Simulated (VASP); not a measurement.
# Au (P6_3/mmc) in VASP: single point with PBE

Aim: the single point of Au with PBE.

Program: VASP 6.6.1. These are calculated values, not measurements. Logs are shortened: lines on timing, memory, paths and dates and some standing lists are left out, and cuts for length are marked.

### 1 The cell of the first run

Symmetry: P6_3/mmc, No. 194, hexagonal system. Conventional cell: a = 2.900 Å, b = 2.900 Å, c = 4.880 Å, α = 90.00°, β = 90.00°, γ = 120.00°. Within 3.8 Å of Au (site symmetry -6m2) lie 12 Au at 2.90 to 2.96 Å.

### 2 Single point, PBE

INCAR

```
SYSTEM = Au
  ALGO = Normal
  EDIFF = 1E-7
  ENCUT = 520
  GGA = PE
  ISIF = 2
  ISMEAR = 0
  LASPH = .True.
  LCHARG = .False.
  LREAL = .False.
  LWAVE = .False.
  NBANDS = 18
  NELM = 60
  PREC = Accurate
  SIGMA = 0.05
```

KPOINTS

```
k-points
0
Gamma
  18 18 8
  0 0 0
```

POSCAR

```
Au
1.0
    2.9000000000      0.0000000000      0.0000000000
   -1.4500000000      2.5114736700      0.0000000000
    0.0000000000      0.0000000000      4.8800000000
Au
2
Direct
    0.3333333300      0.6666666700      0.7500000000
    0.6666666700      0.3333333300      0.2500000000
```

Potentials or basis: VASP PAW PBE potentials, release 64 (Au).

Run with:

```
$ cat potpaw_PBE.64/Au/POTCAR > POTCAR
$ mpirun -np 1 vasp_std > vasp.out
```

OUTCAR:

```text
SYSTEM = Au
   EDIFF = 1E-7
   ENCUT = 520
   GGA = PE
   ISIF = 2
   ISMEAR = 0
   LASPH = .True.
   LREAL = .False.
   NELM = 60
   PREC = Accurate

 ion  position               nearest neighbor table
   1  0.333  0.667  0.750-   2 2.96   2 2.96   2 2.96   2 2.96   2 2.96   2 2.96
   2  0.667  0.333  0.250-   1 2.96   1 2.96   1 2.96   1 2.96   1 2.96   1 2.96

  LATTYP: Found a hexagonal cell.
 ALAT       =     2.9000000000
 C/A-ratio  =     1.6827586207

  Lattice vectors:

 A1 = (   2.9000000000,   0.0000000000,   0.0000000000)
 A2 = (  -1.4500000000,   2.5114736700,   0.0000000000)
 A3 = (   0.0000000000,   0.0000000000,   4.8800000000)

Analysis of symmetry for initial positions (statically):
=====================================================================
 Subroutine PRICEL returns:
 Original cell was already a primitive cell.

 Routine SETGRP: Setting up the symmetry group for a
 hexagonal supercell.

 Subroutine GETGRP returns: Found 24 space group operations
 (whereof 12 operations were pure point group operations)
 out of a pool of 24 trial point group operations.

The static configuration has the point symmetry D_3d.
 The point group associated with its full space group is D_6h.

Analysis of symmetry for dynamics (positions and initial velocities):
=====================================================================
 Subroutine PRICEL returns:
 Original cell was already a primitive cell.

 Routine SETGRP: Setting up the symmetry group for a
 hexagonal supercell.

 Subroutine GETGRP returns: Found 24 space group operations
 (whereof 12 operations were pure point group operations)
 out of a pool of 24 trial point group operations.

The dynamic configuration has the point symmetry D_3d.
 The point group associated with its full space group is D_6h.

 Subroutine INISYM returns: Found 24 space group operations
 (whereof 12 operations are pure point group operations),
 and found     1 'primitive' translations

----------------------------------------------------------------------------------------

                                     Primitive cell

  volume of cell :      35.5424

  direct lattice vectors                    reciprocal lattice vectors
     2.900000000  0.000000000  0.000000000     0.344827586  0.199086300  0.000000000
    -1.450000000  2.511473670  0.000000000     0.000000000  0.398172600  0.000000000
     0.000000000  0.000000000  4.880000000     0.000000000  0.000000000  0.204918033

  length of vectors
     2.900000000  2.899999999  4.880000000     0.398172599  0.398172600  0.204918033

  position of ions in fractional coordinates (direct lattice)
     0.333333330  0.666666670  0.750000000
     0.666666670  0.333333330  0.250000000

  ion indices of the primitive-cell ions
   primitive index   ion index
                 1           1
                 2           2

----------------------------------------------------------------------------------------

 KPOINTS: k-points

Automatic generation of k-mesh.
 Grid dimensions read from file:
 generate k-points for:   18   18    8

 Generating k-lattice:

  Cartesian coordinates                     Fractional coordinates (reciprocal lattice)
     0.019157088  0.011060350  0.000000000     0.055555556  0.000000000  0.000000000
     0.000000000  0.022120700  0.000000000     0.000000000  0.055555556  0.000000000
     0.000000000  0.000000000  0.025614754     0.000000000  0.000000000  0.125000000

  Length of vectors
     0.022120700  0.022120700  0.025614754

  Shift w.r.t. Gamma in fractional coordinates (k-lattice)
     0.000000000  0.000000000  0.000000000

 Subroutine IBZKPT returns following result:
 ===========================================

 Found    185 irreducible k-points:

 Following reciprocal coordinates:
            Coordinates               Weight
  0.000000  0.000000  0.000000      1.000000
  0.055556  0.000000  0.000000      6.000000
  0.111111  0.000000  0.000000      6.000000
  0.166667 -0.000000  0.000000      6.000000
  0.222222 -0.000000  0.000000      6.000000
  0.277778  0.000000  0.000000      6.000000
[... 16 lines left out ...]
  0.333333  0.111111  0.000000     12.000000
  0.388889  0.111111  0.000000     12.000000
 [... further k-points ...]
   k-points           NKPTS =    185   k-points in BZ     NKDIM =    185   number of bands    NBANDS=     18
   number of dos      NEDOS =    301   number of ions     NIONS =      2
   total plane-waves  NPLWV =  20736
   dimension x,y,z NGX =    24 NGY =   24 NGZ =   36
   dimension x,y,z NGXF=    48 NGYF=   48 NGZF=   72
   ions per type =               2
   NGX,Y,Z   is equivalent  to a cutoff of  13.76, 13.76, 12.26 a.u.
   NGXF,Y,Z  is equivalent  to a cutoff of  27.52, 27.52, 24.53 a.u.
 SYSTEM =  Au
   PREC   = accura    normal or accurate (medium, high low for compatibility)
   ISTART =      0    job   : 0-new  1-cont  2-samecut
   ICHARG =      2    charge: 1-file 2-atom 10-const
   ISPIN  =      1    spin polarized calculation?
   LNONCOLLINEAR =      F non collinear calculations
   LSORBIT =      F    spin-orbit coupling
   LASPH  =      T    aspherical Exc in radial PAW
   ENCUT  =  520.0 eV  38.22 Ry    6.18 a.u.   5.39  5.39  9.07*2*pi/ulx,y,z
   NELM   =     60;   NELMIN=  2; NELMDL= -5     # of ELM steps
   EDIFF  = 0.1E-06   stopping-criterion for ELM
   LREAL  =      F    real-space projection
   EDIFFG = 0.1E-05   stopping-criterion for IOM
   NSW    =      0    number of steps for IOM
   IBRION =     -1    ionic relax: 0-MD 1-quasi-New 2-CG
   NFREE  =      0    steps in history (QN), initial steepest desc. (CG)
   ISIF   =      2    stress and relaxation
   ISYM   =      2    0-nonsym 1-usesym 2-fastsym
   POTIM  = 0.5000    time-step for ionic-motion
   TEBEG  =    0.0;   TEEND  =   0.0 temperature during run
   PSTRESS=    0.0 pullay stress
   NELECT =      22.0000    total number of electrons
   NUPDOWN=      -1.0000    fix difference up-down
   EMIN   =  10.00;   EMAX   =-10.00  energy-range for DOS
   EFERMI =   0.00;   METHOD = LEGACY
   ISMEAR =     0;   SIGMA  =   0.05  broadening in eV -4-tet -1-fermi 0-gaus
   EFERMI_NEDOS =   21; number of points for ismear=-14 and -15
   IALGO  =     38    algorithm
   IMIX   =      4    mixing-type and parameters
     AMIX     =   0.40;   BMIX     =  1.00
     AMIX_MAG =   1.60;   BMIX_MAG =  1.00
  volume/ion in A,a.u.               =      17.77       119.93
  Fermi-wavevector in a.u.,A,eV,Ry     =   1.395191  2.636528 26.484517  1.946557
  Thomas-Fermi vector in A             =   2.518667
   LORBIT       =      0    0 simple, 1 ext, 2 COOP (PROOUT), +10 PAW based schemes
   GGA     = PE    functional components
   LHFCALC =     F    Hartree Fock is set to
   AEXX    =    0.0000 exact exchange contribution
   IVDW    =     0    specifies the selected vdW correction
   LEPSILON=     F    determine dielectric tensor
   LRPA    =     F    only Hartree local field effects (RPA)
 non-spin polarized calculation
 Gauss-broadening in eV      SIGMA  =   0.05
  energy-cutoff  :      520.00
  volume of cell :       35.54
 maximum number of plane-waves:       984
 NGX is ok and might be reduce to    24
   NGX = 11   NGY = 11   NGZ = 19

 number of electron      22.0000001 magnetization

 Free energy of the ion-electron system (eV)
  ---------------------------------------------------
  ext. energy  EPLUGINS =         0.00000000
  ---------------------------------------------------
  free energy    TOTEN  =        -6.41824514 eV

  energy without entropy =       -6.41672206  energy(sigma->0) =       -6.41748360

 E-fermi :   8.7583     XC(G=0): -12.4649

 val. band max:        8.7583159232   @ k =   0.4444  -0.0000   0.5000
 cond. band min:       8.7786867819   @ k =   0.4444   0.0556   0.2500
 fundamental gap:      0.0203708587
 Fermi energy:         8.7583462349

 k-point     1 :       0.0000    0.0000    0.0000
  band No.  band energies     occupation
      1      -0.6305      2.00000
      2       1.7593      2.00000
      3       4.1419      2.00000
      4       4.4167      2.00000
      5       4.4167      2.00000
      6       4.7032      2.00000
[... 10 lines left out ...]
     17      26.9120      0.00000
     18      26.9120      0.00000

 k-point     2 :       0.0556    0.0000    0.0000
  band No.  band energies     occupation
      1      -0.5355      2.00000
      2       1.8379      2.00000
      3       4.1136      2.00000
      4       4.4386      2.00000
      5       4.4786      2.00000
      6       4.6697      2.00000
[... 10 lines left out ...]
     17      26.3651      0.00000
     18      26.5018      0.00000

 k-point     3 :       0.1111    0.0000    0.0000
  band No.  band energies     occupation
      1      -0.2563      2.00000
      2       2.0592      2.00000
      3       4.0188      2.00000
      4       4.4926      2.00000
      5       4.6209      2.00000
      6       4.6607      2.00000
[... 10 lines left out ...]
     17      25.2514      0.00000
     18      26.6291      0.00000

 k-point     4 :       0.1667   -0.0000    0.0000
  band No.  band energies     occupation
      1       0.1866      2.00000
      2       2.3665      2.00000
      3       3.9011      2.00000
      4       4.3972      2.00000
      5       4.5955      2.00000
      6       4.7907      2.00000
[... 10 lines left out ...]
     17      25.3169      0.00000
     18      26.0131      0.00000

 k-point     5 :       0.2222   -0.0000    0.0000
  band No.  band energies     occupation
      1       0.7499      2.00000
      2       2.6226      2.00000
      3       3.8883      2.00000
      4       4.0854      2.00000
      5       4.2792      2.00000
      6       4.9271      2.00000
[... 10 lines left out ...]
     17      25.3679      0.00000
     18      25.8085      0.00000

 k-point     6 :       0.2778    0.0000    0.0000
  band No.  band energies     occupation
      1       1.3486      2.00000
      2       2.6683      2.00000
      3       3.6334      2.00000
      4       4.0761      2.00000
      5       4.2762      2.00000
      6       4.7729      2.00000
[... 10 lines left out ...]
     17      23.5480      0.00000
     18      25.3699      0.00000

 k-point     7 :       0.3333   -0.0000    0.0000
  band No.  band energies     occupation
      1       1.8460      2.00000
      2       2.5619      2.00000
      3       3.2700      2.00000
      4       4.2730      2.00000
      5       4.5585      2.00000
      6       4.6382      2.00000
[... 10 lines left out ...]
     17      22.3710      0.00000
     18      24.6679      0.00000

 k-point     8 :       0.3889   -0.0000    0.0000
  band No.  band energies     occupation
      1       2.1337      2.00000
      2       2.4312      2.00000
      3       3.0058      2.00000
      4       4.5294      2.00000
      5       4.5342      2.00000
      6       4.6945      2.00000
[... 10 lines left out ...]
     17      21.3686      0.00000
     18      24.0762      0.00000
[... 229 lines left out ...]
     17      25.6604      0.00000
     18      26.1783      0.00000

 k-point    20 :       0.1667    0.1111    0.0000
  band No.  band energies     occupation
      1       1.0006      2.00000
      2       2.8439      2.00000
      3       3.6617      2.00000
      4       3.9880      2.00000
      5       4.3163      2.00000
      6       4.6428      2.00000
[... 10 lines left out ...]
     17      25.7171      0.00000
     18      25.8663      0.00000

 k-point    21 :       0.2222    0.1111    0.0000
  band No.  band energies     occupation
      1       1.6017      2.00000
      2       2.9152      2.00000
      3       3.5899      2.00000
      4       3.7601      2.00000
      5       4.3245      2.00000
      6       4.5028      2.00000
[... 10 lines left out ...]
     17      23.8990      0.00000
     18      25.0344      0.00000

 k-point    22 :       0.2778    0.1111    0.0000
  band No.  band energies     occupation
      1       2.1122      2.00000
      2       2.7954      2.00000
      3       3.2650      2.00000
      4       4.0326      2.00000
      5       4.4071      2.00000
      6       4.4945      2.00000
[... 10 lines left out ...]
     17      22.5260      0.00000
     18      24.2547      0.00000

 k-point    23 :       0.3333    0.1111    0.0000
  band No.  band energies     occupation
      1       2.4043      2.00000
      2       2.6553      2.00000
      3       3.0266      2.00000
      4       4.3594      2.00000
      5       4.3970      2.00000
      6       4.7323      2.00000
[... 10 lines left out ...]
     17      21.5387      0.00000
     18      23.6731      0.00000

 k-point    24 :       0.3889    0.1111    0.0000
  band No.  band energies     occupation
      1       2.5075      2.00000
      2       2.5619      2.00000
      3       2.8815      2.00000
      4       4.3559      2.00000
      5       4.6206      2.00000
      6       4.7414      2.00000
[... 10 lines left out ...]
     17      20.6846      0.00000
     18      23.3313      0.00000

 [... further k-points ...]

------------------------ aborting loop because EDIFF is reached ----------------------------------------

  FORCE on cell =-STRESS in cart. coord.  units (eV):
  Direction    XX          YY          ZZ          XY          YZ          ZX
  --------------------------------------------------------------------------------------
  -------------------------------------------------------------------------------------
  Total        0.4270304      0.4270304      0.3519232      0.0000000      0.0000000      0.0000000
  in kB       19.2496523     19.2496523     15.8639773      0.0000000      0.0000000      0.0000000
  external PRESSURE =      18.1210940 kB  Pullay stress =       0.0000000 kB

 VOLUME and BASIS-vectors are now :
 -----------------------------------------------------------------------------
  energy-cutoff  :      520.00
  volume of cell :       35.54
      direct lattice vectors                 reciprocal lattice vectors
     2.900000000  0.000000000  0.000000000     0.344827586  0.199086300  0.000000000
    -1.450000000  2.511473670  0.000000000     0.000000000  0.398172600  0.000000000
     0.000000000  0.000000000  4.880000000     0.000000000  0.000000000  0.204918033

 POSITION                                       TOTAL-FORCE (eV/Angst)
 -----------------------------------------------------------------------------------
     -0.00000      1.67432      3.66000         0.000000     -0.000000      0.000000
      1.45000      0.83716      1.22000        -0.000000      0.000000      0.000000
 -----------------------------------------------------------------------------------
    total drift:                               -0.000002      0.000001     -0.000000

  FREE ENERGIE OF THE ION-ELECTRON SYSTEM (eV)
  ---------------------------------------------------
  free  energy   TOTEN  =        -6.4182451386 eV

  energy  without entropy=       -6.4167220582  energy(sigma->0) =       -6.41748360
```

Wall time 57 s (1 thread of Intel Xeon Platinum 8259CL at 2.50GHz (Skylake/Cascade Lake), shared host); peak memory 0.23 GiB.

Results:

```yaml
Free_energy: -6.4182 eV
Pressure: 1.8 GPa
Band_gap_on_the_k_mesh: zero (band 11 reaches 12.88 eV, above the bottom of band 12 at 6.20 eV)
```

Levels at points of the mesh, in eV from the Fermi level:
| k point | band 8 | band 9 | band 10 | band 11 | band 12 | band 13 | band 14 | band 15 |
| --- | --- | --- | --- | --- | --- | --- | --- | --- |
| (0.00, 0.00, 0.00) | -3.39 | -3.39 | -2.13 | -2.13 | -0.93 | 2.48 | 14.65 | 15.67 |
| (0.50, 0.00, 0.00) | -1.92 | -1.83 | -1.66 | 0.40 | 1.52 | 5.67 | 7.09 | 7.17 |
| (0.00, 0.00, 0.50) | -4.38 | -2.56 | -2.56 | -2.56 | -2.56 | 10.34 | 10.34 | 14.92 |
| (0.50, 0.00, 0.50) | -2.33 | -1.73 | -1.73 | 0.58 | 0.58 | 3.79 | 3.79 | 13.04 |

Caveat: spin-orbit coupling is left out, which moves the levels of the heavy elements.
